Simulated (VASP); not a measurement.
# Al in VASP: further runs

Runs on Al. Level: PBE. Tasks: single point, relaxation of the atoms.

Program: VASP 6.6.1. These are calculated values, not measurements. Logs are shortened: lines on timing, memory, paths and dates and some standing lists are left out, and cuts for length are marked.

## Step 1: The cell of the first run

The cell holds a slab with vacuum, 13 atoms: a = 5.714 Å, b = 5.714 Å, c = 20.102 Å, α = 90.00°, β = 90.00°, γ = 120.00°.

## Step 2: Single point, PBE

INCAR

```
ALGO     = Normal         # electronic algorithm
DIPOL    = 0.5 0.5 0.331
EDIFF    = 1E-7           # SCF threshold, eV
ENCUT    = 520            # plane-wave cutoff, eV
GGA      = PE             # functional
IDIPOL   = 3            
ISIF     = 2              # what is computed and relaxed
ISMEAR   = 0              # smearing method
LASPH    = T              # aspherical terms in the spheres
LCHARG   = T              # write CHGCAR
LDIPOL   = T            
LELF     = T              # ELF
LREAL    = F              # projectors in reciprocal space
LVACPOTAV= T            
LVHAR    = T            
LWAVE    = F              # write WAVECAR
NBANDS   = 32             # bands
NELM     = 60             # most SCF steps
PREC     = Accurate       # precision mode
SIGMA    = 0.1            # smearing width, eV
```

KPOINTS

```
k-points
0
Gamma
  6 6 1
```

POSCAR

```
Al
1.0
    5.7143028096      0.0000000000      0.0000000000
   -2.8571514048      4.9487313980      0.0000000000
    0.0000000000      0.0000000000     20.1016424764
Al
13
Direct
    0.3333333333      0.1666666667      0.1989887147
    0.3333333333      0.6666666667      0.1989887147
    0.8333333333      0.1666666667      0.1989887147
    0.8333333333      0.6666666667      0.1989887147
    0.1666666667      0.3333333333      0.3134533099
    0.1666666667      0.8333333333      0.3134533099
    0.6666666667      0.3333333333      0.3134533099
    0.6666666667      0.8333333333      0.3134533099
    0.0000000000      0.0000000000      0.4279074452
    0.0000000000      0.5000000000      0.4279074452
    0.5000000000      0.0000000000      0.4279074452
    0.5000000000      0.5000000000      0.4279074452
    0.2500000000      0.1666666667      0.5396988956
```

Potentials or basis: VASP PAW PBE potentials, release 64 (Al).

Started as:

```
cat potpaw_PBE.64/Al/POTCAR > POTCAR
mpirun -np 1 vasp_std > vasp.out
```

OUTCAR:

```text
EDIFF = 1E-7
   ENCUT = 520
   GGA = PE
   ISIF = 2
   ISMEAR = 0
   LASPH = T
   LREAL = F
   NELM = 60
   PREC = Accurate

 ion  position               nearest neighbor table
   1  0.333  0.167  0.199-   5 2.83   6 2.83   7 2.83   4 2.86   2 2.86   2 2.86   4 2.86   3 2.86
                             3 2.86
   2  0.333  0.667  0.199-   6 2.83   5 2.83   8 2.83   3 2.86   1 2.86   1 2.86   3 2.86   4 2.86
                             4 2.86
   3  0.833  0.167  0.199-   7 2.83   8 2.83   5 2.83   4 2.86   2 2.86   4 2.86   2 2.86   1 2.86
                             1 2.86
   4  0.833  0.667  0.199-   8 2.83   7 2.83   6 2.83   3 2.86   1 2.86   3 2.86   1 2.86   2 2.86
                             2 2.86
   5  0.167  0.333  0.313-   9 2.83  12 2.83  10 2.83   1 2.83   2 2.83   3 2.83   8 2.86   6 2.86
                             6 2.86   8 2.86   7 2.86   7 2.86
   6  0.167  0.833  0.313-  10 2.83  11 2.83   9 2.83   2 2.83   1 2.83   4 2.83   7 2.86   5 2.86
                             5 2.86   7 2.86   8 2.86   8 2.86
   7  0.667  0.333  0.313-  11 2.83  10 2.83  12 2.83   3 2.83   4 2.83   1 2.83   8 2.86   6 2.86
                             8 2.86   6 2.86   5 2.86   5 2.86
   8  0.667  0.833  0.313-  12 2.83   9 2.83  11 2.83   4 2.83   3 2.83   2 2.83   7 2.86   5 2.86
                             7 2.86   5 2.86   6 2.86   6 2.86
   9  0.000  0.000  0.428-  13 2.58   5 2.83   8 2.83   6 2.83  12 2.86  10 2.86  10 2.86  12 2.86
                            11 2.86  11 2.86
  10  0.000  0.500  0.428-   6 2.83   7 2.83   5 2.83   9 2.86  11 2.86   9 2.86  11 2.86  12 2.86
                            12 2.86
  11  0.500  0.000  0.428-   7 2.83   6 2.83   8 2.83  10 2.86  12 2.86  12 2.86  10 2.86   9 2.86
                             9 2.86  13 3.06
  12  0.500  0.500  0.428-  13 2.83   8 2.83   5 2.83   7 2.83  11 2.86   9 2.86  11 2.86   9 2.86
                            10 2.86  10 2.86
  13  0.250  0.167  0.540-   9 2.58  12 2.83  11 3.06

  LATTYP: Found a hexagonal cell.
 ALAT       =     5.7143028096
 C/A-ratio  =     3.5177769093

  Lattice vectors:

 A1 = (   5.7143028096,   0.0000000000,   0.0000000000)
 A2 = (  -2.8571514048,   4.9487313980,   0.0000000000)
 A3 = (   0.0000000000,   0.0000000000,  20.1016424764)

Analysis of symmetry for initial positions (statically):
=====================================================================
 Subroutine PRICEL returns:
 Original cell was already a primitive cell.

 Routine SETGRP: Setting up the symmetry group for a
 hexagonal supercell.

 Subroutine GETGRP returns: Found  1 space group operations
 (whereof  1 operations were pure point group operations)
 out of a pool of 24 trial point group operations.

The static configuration has the point symmetry C_1 .

[... 151 lines left out ...]
  Fermi-wavevector in a.u.,A,eV,Ry     =   0.670193  1.266482  6.111182  0.449159
  Thomas-Fermi vector in A             =   1.745637
   LORBIT       =      0    0 simple, 1 ext, 2 COOP (PROOUT), +10 PAW based schemes
   GGA     = PE    functional components
   LHFCALC =     F    Hartree Fock is set to
   AEXX    =    0.0000 exact exchange contribution
   IVDW    =     0    specifies the selected vdW correction
   LEPSILON=     F    determine dielectric tensor
   LRPA    =     F    only Hartree local field effects (RPA)
 non-spin polarized calculation
 Gauss-broadening in eV      SIGMA  =   0.10
  energy-cutoff  :      520.00
  volume of cell :      568.45
 maximum number of plane-waves:     15351
   NGX = 21   NGY = 21   NGZ = 75

 dipolmoment           0.000000      0.000000     -0.003698 electrons x Angstroem

 number of electron      39.0000001 magnetization

 dipolmoment           0.000000      0.000000      0.046510 electrons x Angstroem

 Free energy of the ion-electron system (eV)
  ---------------------------------------------------
  ext. energy  EPLUGINS =         0.00000000
  ---------------------------------------------------
  free energy    TOTEN  =       -44.95782618 eV

  energy without entropy =      -44.93927595  energy(sigma->0) =      -44.94855107

 E-fermi :   0.4305     XC(G=0):  -4.9126

 val. band max:        0.4249804646   @ k =  -0.3333   0.1667   0.0000
 cond. band min:       0.4612899629   @ k =  -0.1667   0.3333   0.0000
 fundamental gap:      0.0363094983
 Fermi energy:         0.4305252841

 k-point     1 :       0.0000    0.0000    0.0000
  band No.  band energies     occupation
      1     -10.0995      2.00000
      2      -8.4743      2.00000
      3      -6.0810      2.00000
      4      -4.3335      2.00000
      5      -4.2168      2.00000
      6      -4.2109      2.00000
[... 669 lines left out ...]
     30       3.5428      0.00000
     31       3.7816      0.00000
 [bands above 31 left out]

------------------------ aborting loop because EDIFF is reached ----------------------------------------

  FORCE on cell =-STRESS in cart. coord.  units (eV):
  Direction    XX          YY          ZZ          XY          YZ          ZX
  --------------------------------------------------------------------------------------
  -------------------------------------------------------------------------------------
  Total       -2.9590976     -2.8353088      1.2398572      0.2516627      0.5402701      0.7783805
  in kB       -8.3402908     -7.9913890      3.4945687      0.7093175      1.5227649      2.1938849
  external PRESSURE =      -4.2790370 kB  Pullay stress =       0.0000000 kB

 VOLUME and BASIS-vectors are now :
 -----------------------------------------------------------------------------
  energy-cutoff  :      520.00
  volume of cell :      568.45
      direct lattice vectors                 reciprocal lattice vectors
     5.714302810  0.000000000  0.000000000     0.174999476  0.101035995  0.000000000
    -2.857151405  4.948731398  0.000000000     0.000000000  0.202071990  0.000000000
     0.000000000  0.000000000 20.101642476     0.000000000  0.000000000  0.049747179

 POSITION                                       TOTAL-FORCE (eV/Angst)
 -----------------------------------------------------------------------------------
      1.42858      0.82479      4.00000        -0.032524      0.003247     -0.119010
     -0.00000      3.29915      4.00000        -0.014061     -0.013907     -0.047897
      4.28573      0.82479      4.00000         0.008182      0.011607     -0.072418
      2.85715      3.29915      4.00000         0.006783     -0.000552     -0.092368
      0.00000      1.64958      6.30093        -0.000598     -0.005177     -0.037323
     -1.42858      4.12394      6.30093         0.014554      0.001834     -0.001742
      2.85715      1.64958      6.30093         0.004617     -0.022704      0.021318
      1.42858      4.12394      6.30093         0.019084      0.005657      0.139772
      0.00000      0.00000      8.60164        -0.281750     -0.275640     -0.443086
     -1.42858      2.47437      8.60164         0.069633     -0.010026      0.208000
      2.85715      0.00000      8.60164        -0.142496      0.066062      0.274140
      1.42858      2.47437      8.60164         0.028602      0.019191      0.168537
      0.95238      0.82479     10.84883         0.319974      0.220408      0.002078
 -----------------------------------------------------------------------------------
    total drift:                                0.000014      0.000003     -0.000037

  FREE ENERGIE OF THE ION-ELECTRON SYSTEM (eV)
  ---------------------------------------------------
  free  energy   TOTEN  =       -44.9578261771 eV

  energy  without entropy=      -44.9392759534  energy(sigma->0) =      -44.94855107

 vacuum level on the upper side and lower side of the slab         4.780         4.483
```

OSZICAR:

```text
N       E                     dE             d eps       ncg     rms          rms(c)
DAV:   1     0.117940638140E+03    0.11794E+03   -0.11632E+04  1280   0.856E+02
DAV:   2    -0.391774615061E+02   -0.15712E+03   -0.15082E+03  1696   0.144E+02
DAV:   3    -0.472401915873E+02   -0.80627E+01   -0.78666E+01  1608   0.322E+01
[... 18 lines left out ...]
DAV:  22    -0.449578199004E+02   -0.11553E-04   -0.14731E-06  1488   0.271E-03    0.127E-03
DAV:  23    -0.449578230723E+02   -0.31719E-05   -0.30812E-07  1464   0.158E-03    0.630E-04
DAV:  24    -0.449578259827E+02   -0.29104E-05   -0.57181E-07  1392   0.176E-03    0.292E-04
DAV:  25    -0.449578261104E+02   -0.12763E-06   -0.34714E-08  1296   0.759E-04    0.200E-04
DAV:  26    -0.449578261771E+02   -0.66762E-07   -0.14408E-08  1136   0.422E-04
   1 F= -.44957826E+02 E0= -.44948551E+02  d E =-.185502E-01
```

stdout:

```text
POSCAR found type information on POSCAR Al
 POSCAR found :  1 types and      13 ions
 scaLAPACK will be used
 LDA part: xc-table for (Slater+PW92), standard interpolation
 POSCAR, INCAR and KPOINTS ok, starting setup
 FFT: planning ... GRIDC
 FFT: planning ... GRID_SOFT
 FFT: planning ... GRID
 WAVECAR not read
 entering main loop
 -----------------------------------------------------------------------------
|                                                                             |
|           W    W    AA    RRRRR   N    N  II  N    N   GGGG   !!!           |
|           W    W   A  A   R    R  NN   N  II  NN   N  G    G  !!!           |
|           W    W  A    A  R    R  N N  N  II  N N  N  G       !!!           |
|           W WW W  AAAAAA  RRRRR   N  N N  II  N  N N  G  GGG   !            |
|           WW  WW  A    A  R   R   N   NN  II  N   NN  G    G                |
|           W    W  A    A  R    R  N    N  II  N    N   GGGG   !!!           |
|                                                                             |
|     Did not find any points to average over, which means that no vacuum     |
|     field-free region was found. Please increase the size of  your cell     |
|     in the dimension of the dipole correction to obtain accurate            |
|     workfunction values.                                                    |
|                                                                             |
 -----------------------------------------------------------------------------
```

Run time: 13 min. Hardware: 1 thread of AMD EPYC 7R13, shared host; peak memory 0.65 GiB.

Results:

```
Free energy            : -44.9578 eV
Largest force          : 0.593 eV/Å
Band gap on the k mesh : zero (an odd number of electrons rules out a gap without spin polarisation)
```

Forces in eV/Å, atoms in the order of the input:
```
Al  -0.033  0.003 -0.119
Al  -0.014 -0.014 -0.048
Al   0.008  0.012 -0.072
Al   0.007 -0.001 -0.092
Al  -0.001 -0.005 -0.037
Al   0.015  0.002 -0.002
Al   0.005 -0.023  0.021
Al   0.019  0.006  0.140
Al  -0.282 -0.276 -0.443
Al   0.070 -0.010  0.208
Al  -0.142  0.066  0.274
Al   0.029  0.019  0.169
Al   0.320  0.220  0.002
```

(Part 1 of 2 ends here.)
